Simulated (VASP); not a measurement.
# Nb (P6/mmm) in VASP: a series of runs

Nb is run at these levels: PBE; tasks: relaxation of cell and atoms.

Everything below comes from runs of VASP 6.6.1. Logs are shortened: lines on timing, memory, paths and dates and some standing lists are left out, and cuts for length are marked.

## (1) The cell of the first run

Symmetry: P6/mmm, No. 191, hexagonal system. The conventional cell has a = 2.730 Å, b = 2.730 Å, c = 2.593 Å, α = 90.00°, β = 90.00°, γ = 120.00°. Nb (site symmetry 6/mmm) has 8 Nb at 2.59 to 2.73 Å within 3.4 Å.

This isn't the form of Nb at room conditions, which is bcc.

## (2) Relaxation of cell and atoms, PBE, target pressure 28 GPa, at which the enthalpy is minimised

Input file INCAR:

```
SYSTEM = Nb
PREC = Accurate
ENCUT = 600
EDIFF = 1E-6
ISMEAR = -1
SIGMA = 0.08
LREAL = .FALSE.
LASPH = .TRUE.
NELM = 60
ALGO = Normal
ISIF = 3
LWAVE = .FALSE.
LCHARG = .FALSE.
GGA = PE
IBRION = 2
NSW = 32
EDIFFG = -0.005
PSTRESS = 280.0
```

Input file KPOINTS:

```
regular mesh
0
G
  16 16 15
  0 0 0
```

Input file POSCAR:

```
Nb
1.0
    2.7298814336      0.0000000000      0.0000000000
   -1.3649407168      2.3641466708      0.0000000000
    0.0000000000      0.0000000000      2.5927311697
Nb
1
Direct
    0.0000000000      0.0000000000      0.0000000000
```

Potentials or basis: VASP PAW PBE potentials, release 64 (Nb_sv).

The run is started by

```bash
> cat potpaw_PBE.64/Nb_sv/POTCAR > POTCAR
> mpirun -np 1 vasp_std > vasp.out
```

OUTCAR:

```text
SYSTEM = Nb
   PREC = Accurate
   ENCUT = 600
   EDIFF = 1E-6
   ISMEAR = -1
   LREAL = .FALSE.
   LASPH = .TRUE.
   NELM = 60
   ISIF = 3
   GGA = PE
   IBRION = 2
   NSW = 32
   EDIFFG = -0.005
   PSTRESS = 280.0

 ion  position               nearest neighbor table
   1  0.000  0.000  0.000-

  LATTYP: Found a hexagonal cell.
 ALAT       =     2.7298814336
 C/A-ratio  =     0.9497596261

  Lattice vectors:

 A1 = (   2.7298814336,   0.0000000000,   0.0000000000)
 A2 = (  -1.3649407168,   2.3641466708,   0.0000000000)
 A3 = (   0.0000000000,   0.0000000000,   2.5927311697)

Analysis of symmetry for initial positions (statically):
=====================================================================
 Subroutine PRICEL returns:
 Original cell was already a primitive cell.

 Routine SETGRP: Setting up the symmetry group for a
 hexagonal supercell.

 Subroutine GETGRP returns: Found 24 space group operations
 (whereof 24 operations were pure point group operations)
 out of a pool of 24 trial point group operations.

The static configuration has the point symmetry D_6h.

Analysis of symmetry for dynamics (positions and initial velocities):
=====================================================================
 Subroutine PRICEL returns:
 Original cell was already a primitive cell.

 Routine SETGRP: Setting up the symmetry group for a
 hexagonal supercell.

 Subroutine GETGRP returns: Found 24 space group operations
 (whereof 24 operations were pure point group operations)
 out of a pool of 24 trial point group operations.

The dynamic configuration has the point symmetry D_6h.

 Subroutine INISYM returns: Found 24 space group operations
 (whereof 24 operations are pure point group operations),
 and found     1 'primitive' translations

----------------------------------------------------------------------------------------

                                     Primitive cell

  volume of cell :      16.7331

  direct lattice vectors                    reciprocal lattice vectors
     2.729881434  0.000000000  0.000000000     0.366316276  0.211492800  0.000000000
    -1.364940717  2.364146671  0.000000000     0.000000000  0.422985601  0.000000000
     0.000000000  0.000000000  2.592731170     0.000000000  0.000000000  0.385693670

  length of vectors
     2.729881434  2.729881434  2.592731170     0.422985601  0.422985601  0.385693670

  position of ions in fractional coordinates (direct lattice)
     0.000000000  0.000000000  0.000000000

  ion indices of the primitive-cell ions
   primitive index   ion index
                 1           1

----------------------------------------------------------------------------------------

 KPOINTS: regular mesh

Automatic generation of k-mesh.
 Grid dimensions read from file:
 generate k-points for:   16   16   15

 Generating k-lattice:

  Cartesian coordinates                     Fractional coordinates (reciprocal lattice)
     0.022894767  0.013218300  0.000000000     0.062500000 -0.000000000  0.000000000
     0.000000000  0.026436600  0.000000000     0.000000000  0.062500000  0.000000000
     0.000000000  0.000000000  0.025712911     0.000000000  0.000000000  0.066666667

  Length of vectors
     0.026436600  0.026436600  0.025712911

  Shift w.r.t. Gamma in fractional coordinates (k-lattice)
     0.000000000  0.000000000  0.000000000

 Subroutine IBZKPT returns following result:
 ===========================================

 Found    240 irreducible k-points:

 Following reciprocal coordinates:
            Coordinates               Weight
  0.000000  0.000000  0.000000      1.000000
  0.062500 -0.000000  0.000000      6.000000
  0.125000 -0.000000  0.000000      6.000000
  0.187500  0.000000  0.000000      6.000000
  0.250000 -0.000000  0.000000      6.000000
  0.312500 -0.000000  0.000000      6.000000
[... 16 lines left out ...]
  0.187500  0.187500  0.000000      6.000000
  0.250000  0.187500  0.000000     12.000000
 [... further k-points ...]
   k-points           NKPTS =    240   k-points in BZ     NKDIM =    240   number of bands    NBANDS=     10
   number of dos      NEDOS =    301   number of ions     NIONS =      1
   total plane-waves  NPLWV =  13824
   dimension x,y,z NGX =    24 NGY =   24 NGZ =   24
   dimension x,y,z NGXF=    48 NGYF=   48 NGZF=   48
   ions per type =               1
   NGX,Y,Z   is equivalent  to a cutoff of  14.62, 14.62, 15.39 a.u.
   NGXF,Y,Z  is equivalent  to a cutoff of  29.23, 29.23, 30.78 a.u.
 SYSTEM =  Nb
   PREC   = accura    normal or accurate (medium, high low for compatibility)
   ISTART =      0    job   : 0-new  1-cont  2-samecut
   ICHARG =      2    charge: 1-file 2-atom 10-const
   ISPIN  =      1    spin polarized calculation?
   LNONCOLLINEAR =      F non collinear calculations
   LSORBIT =      F    spin-orbit coupling
   LASPH  =      T    aspherical Exc in radial PAW
   ENCUT  =  600.0 eV  44.10 Ry    6.64 a.u.   5.45  5.45  5.18*2*pi/ulx,y,z
   NELM   =     60;   NELMIN=  2; NELMDL= -5     # of ELM steps
   EDIFF  = 0.1E-05   stopping-criterion for ELM
   LREAL  =      F    real-space projection
   EDIFFG = -.5E-02   stopping-criterion for IOM
   NSW    =     32    number of steps for IOM
   IBRION =      2    ionic relax: 0-MD 1-quasi-New 2-CG
   NFREE  =      1    steps in history (QN), initial steepest desc. (CG)
   ISIF   =      3    stress and relaxation
   ISYM   =      2    0-nonsym 1-usesym 2-fastsym
   POTIM  = 0.5000    time-step for ionic-motion
   TEBEG  =    0.0;   TEEND  =   0.0 temperature during run
   PSTRESS=  280.0 pullay stress
   NELECT =      13.0000    total number of electrons
   NUPDOWN=      -1.0000    fix difference up-down
   EMIN   =  10.00;   EMAX   =-10.00  energy-range for DOS
   EFERMI =   0.00;   METHOD = LEGACY
   ISMEAR =    -1;   SIGMA  =   0.08  broadening in eV -4-tet -1-fermi 0-gaus
   EFERMI_NEDOS =   21; number of points for ismear=-14 and -15
   IALGO  =     38    algorithm
   IMIX   =      4    mixing-type and parameters
     AMIX     =   0.40;   BMIX     =  1.00
     AMIX_MAG =   1.60;   BMIX_MAG =  1.00
  volume/ion in A,a.u.               =      16.73       112.92
  Fermi-wavevector in a.u.,A,eV,Ry     =   1.504980  2.844000 30.816716  2.264965
  Thomas-Fermi vector in A             =   2.615889
   LORBIT       =      0    0 simple, 1 ext, 2 COOP (PROOUT), +10 PAW based schemes
   GGA     = PE    functional components
   LHFCALC =     F    Hartree Fock is set to
   AEXX    =    0.0000 exact exchange contribution
   IVDW    =     0    specifies the selected vdW correction
   LEPSILON=     F    determine dielectric tensor
   LRPA    =     F    only Hartree local field effects (RPA)
 conjugate gradient relaxation of ions
 non-spin polarized calculation
  energy-cutoff  :      600.00
  volume of cell :       16.73
 maximum number of plane-waves:       580
 NGX is ok and might be reduce to    24
   NGX = 11   NGY = 11   NGZ = 11

--------------------------------------- Ionic step        1  -------------------------------------------

 number of electron      12.9999999 magnetization

 Free energy of the ion-electron system (eV)
  ---------------------------------------------------
  ext. energy  EPLUGINS =         0.00000000
  ---------------------------------------------------
  free energy    TOTEN  =        -9.39915053 eV

  energy without entropy =       -9.37731213  energy(sigma->0) =       -9.38823133

------------------------ aborting loop because EDIFF is reached ----------------------------------------

  FORCE on cell =-STRESS in cart. coord.  units (eV):
  Direction    XX          YY          ZZ          XY          YZ          ZX
  --------------------------------------------------------------------------------------
  -------------------------------------------------------------------------------------
  Total        2.9017292      2.9017292      2.9113722      0.0000000      0.0000000     -0.0000000
  in kB      277.8380829    277.8380829    278.7613912      0.0000000      0.0000000     -0.0000000
  external PRESSURE =      -1.8541476 kB  Pullay stress =     280.0000000 kB

 VOLUME and BASIS-vectors are now :
 -----------------------------------------------------------------------------
  energy-cutoff  :      600.00
  volume of cell :       16.73
      direct lattice vectors                 reciprocal lattice vectors
     2.729881434  0.000000000  0.000000000     0.366316276  0.211492800  0.000000000
    -1.364940717  2.364146671  0.000000000     0.000000000  0.422985601  0.000000000
     0.000000000  0.000000000  2.592731170     0.000000000  0.000000000  0.385693670
[... 44 lines left out ...]
  FREE ENERGIE OF THE ION-ELECTRON SYSTEM (eV)
  ---------------------------------------------------
  free  energy   TOTEN  =        -9.3909283531 eV

  energy  without entropy=       -9.3691848948  energy(sigma->0) =       -9.38005662

  enthalpy is  TOTEN    =        -6.4748084102 eV   P V=        2.9161199429

--------------------------------------- Ionic step        3  -------------------------------------------

 number of electron      12.9999999 magnetization

 Free energy of the ion-electron system (eV)
  ---------------------------------------------------
  ext. energy  EPLUGINS =         0.00000000
  ---------------------------------------------------
  free energy    TOTEN  =        -9.39640332 eV

  energy without entropy =       -9.37459658  energy(sigma->0) =       -9.38549995

 E-fermi :  12.6702     XC(G=0): -12.8285

 val. band max:       12.6613974084   @ k =   0.0625  -0.0000   0.1333
 cond. band min:      12.6892633667   @ k =   0.1875   0.1875   0.3333
 fundamental gap:      0.0278659583
 Fermi energy:        12.6702206710

 k-point     1 :       0.0000    0.0000    0.0000
  band No.  band energies     occupation
      1     -42.1939      2.00000
      2     -17.1759      2.00000
      3     -17.1128      2.00000
      4     -17.1128      2.00000
      5       6.3345      2.00000
      6       8.9668      2.00000
      7      12.7170      0.71551
      8      12.7170      0.71551
      9      18.5943      0.00000
     10      18.5943      0.00000

 k-point     2 :       0.0625   -0.0000    0.0000
  band No.  band energies     occupation
      1     -42.1805      2.00000
      2     -17.1982      2.00000
      3     -17.1668      2.00000
      4     -17.1313      2.00000
      5       6.5017      2.00000
      6       9.0495      2.00000
      7      12.5195      1.73623
      8      12.8782      0.13828
      9      18.3512      0.00000
     10      18.5581      0.00000
[... 274 lines left out ...]
 k-point    24 :       0.2500    0.1875    0.0000
  band No.  band energies     occupation
      1     -41.8734      2.00000
      2     -18.7029      2.00000
      3     -17.7933      2.00000
      4     -16.9606      2.00000
      5       9.7342      2.00000
      6      10.2261      2.00000
      7      11.5306      2.00000
      8      15.2911      0.00000
      9      17.1906      0.00000
     10      18.4004      0.00000

 [... further k-points ...]

------------------------ aborting loop because EDIFF is reached ----------------------------------------

  FORCE on cell =-STRESS in cart. coord.  units (eV):
  Direction    XX          YY          ZZ          XY          YZ          ZX
  --------------------------------------------------------------------------------------
  -------------------------------------------------------------------------------------
  Total        2.9211433      2.9211433      2.9201585      0.0000000     -0.0000000      0.0000000
  in kB      279.9610975    279.9610975    279.8667082      0.0000000     -0.0000000      0.0000000
  external PRESSURE =      -0.0703656 kB  Pullay stress =     280.0000000 kB

 VOLUME and BASIS-vectors are now :
 -----------------------------------------------------------------------------
  energy-cutoff  :      600.00
  volume of cell :       16.72
      direct lattice vectors                 reciprocal lattice vectors
     2.728880126  0.000000000 -0.000000000     0.366450688  0.211570403  0.000000000
    -1.364440063  2.363279513 -0.000000000     0.000000000  0.423140807  0.000000000
    -0.000000000  0.000000000  2.592186320     0.000000000  0.000000000  0.385774739

 POSITION                                       TOTAL-FORCE (eV/Angst)
 -----------------------------------------------------------------------------------
      0.00000      0.00000      0.00000        -0.000000      0.000000      0.000000
 -----------------------------------------------------------------------------------
    total drift:                               -0.000000     -0.000000      0.000000

  FREE ENERGIE OF THE ION-ELECTRON SYSTEM (eV)
  ---------------------------------------------------
  free  energy   TOTEN  =        -9.3964033225 eV

  energy  without entropy=       -9.3745965834  energy(sigma->0) =       -9.38549995

  enthalpy is  TOTEN    =        -6.4748540728 eV   P V=        2.9215492497

 reached required accuracy - stopping structural energy minimisation
```

Wall time 1.9 min (1 thread of Intel Xeon 8259CL, shared host); peak memory 0.19 GiB.

What came out:

| Item | Value |
| --- | --- |
| Free energy | -9.3964 eV |
| Relaxed volume | 16.72 Å³/atom |
| Relaxed cell | a = 2.729 Å, b = 2.729 Å, c = 2.592 Å, α = 90.00°, β = 90.00°, γ = 120.00° |
| Space group after relaxing (to 0.1 Å) | P6/mmm (No. 191) |
| Energy change on relaxing (the run minimises the enthalpy) | +2.7 meV/atom |
| Ionic steps | 3 |
| Pressure after relaxing | 28.0 GPa |
| Band gap on the k mesh | zero (an odd number of electrons rules out a gap without spin polarisation) |

Step by step:
| step | energy change (eV) | largest force (eV/Å) | pressure (GPa) | volume (Å³) |
| --- | --- | --- | --- | --- |
| 1 | 0.0000 | 0.0000 | 27.81 | 16.73 |
| 2 | 0.0082 | 0.0000 | 28.45 | 16.69 |
| 3 | 0.0027 | 0.0000 | 27.99 | 16.72 |

Final structure:
```yaml
crystal:
  lattice:
    - [2.72888, 0.00000, 0.00000]
    - [-1.36444, 2.36328, 0.00000]
    - [0.00000, 0.00000, 2.59219]
  atoms:
    - { symbol: Nb, position: [0.00000, 0.00000, 0.00000] }
```

Caveat: the cell is relaxed towards a set pressure, so the run minimises the enthalpy, not the energy.

## (3) Relaxation of cell and atoms, PBE, target pressure 28 GPa, at which the enthalpy is minimised

This run uses another cell than the first one, of 16.93 Å³/atom.

Input file INCAR:

```
SYSTEM = Nb
PREC = Accurate
ENCUT = 600
EDIFF = 1E-6
ISMEAR = -1
SIGMA = 0.08
LREAL = .False.
LASPH = .True.
NELM = 60
ALGO = Normal
ISIF = 3
LWAVE = .False.
LCHARG = .False.
GGA = PE
IBRION = 2
NSW = 60
EDIFFG = -0.005
PSTRESS = 280.0
```

Input file KPOINTS:

```
regular mesh
0
Gamma
  16 16 15
  0 0 0
```

Input file POSCAR:

```
Nb
1.0
    2.7500868812      0.0000000000      0.0000000000
   -1.3750434406      2.3816451017      0.0000000000
    0.0000000000      0.0000000000      2.5850816683
Nb
1
Direct
    0.0000000000      0.0000000000      0.0000000000
```

Potentials or basis: VASP PAW PBE potentials, release 64 (Nb_sv).

The run is started by

```bash
> cat potpaw_PBE.64/Nb_sv/POTCAR > POTCAR
> mpirun -np 1 vasp_std > vasp.out
```

Run time: 4.1 min. Hardware: 1 thread of Intel Xeon 8259CL, shared host; peak memory 0.19 GiB.

It converged, with:

```
Free energy                                                : -9.3978 eV
Relaxed volume                                             : 16.72 Å³/atom
Relaxed cell                                               : a = 2.729 Å, b = 2.729 Å, c = 2.592 Å, α = 90.00°, β = 90.00°, γ = 120.00°
Space group after relaxing (to 0.1 Å)                      : P6/mmm (No. 191)
Energy change on relaxing (the run minimises the enthalpy) : +32.4 meV/atom
Ionic steps                                                : 8
Pressure after relaxing                                    : 28.0 GPa
Band gap on the k mesh                                     : zero (an odd number of electrons rules out a gap without spin polarisation)
```

The path:
```
step  energy change (eV)  largest force (eV/Å)  pressure (GPa)  volume (Å³)
   1              0.0000                0.0000           25.00        16.93
   2              0.1488                0.0000           36.70        16.16
   3              0.0384                0.0000           28.37        16.69
   4              0.0392                0.0000           28.40        16.69
   5              0.0400                0.0000           28.46        16.68
   6              0.0278                0.0000           27.56        16.75
   7              0.0345                0.0000           28.07        16.71
   8              0.0324                0.0000           27.99        16.72
```

Final structure:
```
Nb
1.0
     2.72947    0.00000    0.00000
    -1.36473    2.36379    0.00000
     0.00000    0.00000    2.59219
Nb
1
Cartesian
  0.0000 0.0000 0.0000
```

Levels at points of the mesh, in eV from the Fermi level:
```tsv
k point	band 4	band 5	band 6	band 7	band 8	band 9
(0.00, 0.00, 0.00)	-29.78	-6.34	-3.70	0.05	0.05	5.92
(0.50, 0.00, 0.00)	-29.60	-4.56	-2.23	1.76	1.90	5.05
```

Caveat: the cell is relaxed towards a set pressure, so the run minimises the enthalpy, not the energy.

The gap in the log of VASP goes by the Fermi energy; the results here count the filled bands.